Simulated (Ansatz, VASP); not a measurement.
**La in VASP and in Ansatz**

```xyz
2
Lattice="3.7500 0.0000 0.0000 -1.8750 3.2476 0.0000 0.0000 0.0000 6.0700" Properties=species:S:1:pos:R:3 pbc="T T T"
La    1.8750    1.0825    4.5525
La    0.0000    2.1651    1.5175
```

Alike in both runs: functional RPBE; k mesh 8 × 8 × 5; occupations fermi-dirac, width 0.05 eV; no spin polarisation.

|  | VASP | Ansatz |
| --- | --- | --- |
| version | VASP 6.6.1 | Ansatz 0.2.0 |
| potentials or method | VASP PAW PBE potentials, release 64 (La), cutoff 520 eV | all-electron LAPW, scalar-relativistic |
| task | single point | band structure |

|  | VASP | Ansatz | Ansatz less VASP |
| --- | --- | --- | --- |
| gap on the k mesh at the Fermi level (eV) | none | none | - |
| pressure (GPa) | 2.1 | 2.0 | -0.03 |
| traceless stress, the component that is largest in VASP (GPa) | -0.27 | -0.27 | +0.003 |

VASP's potentials were made for PBE, not for RPBE. A gap of «none» marks a metal or a gap that the smearing closes. Ansatz ran all-electron here, and VASP with PAW potentials.

Spin-orbit coupling is off throughout.
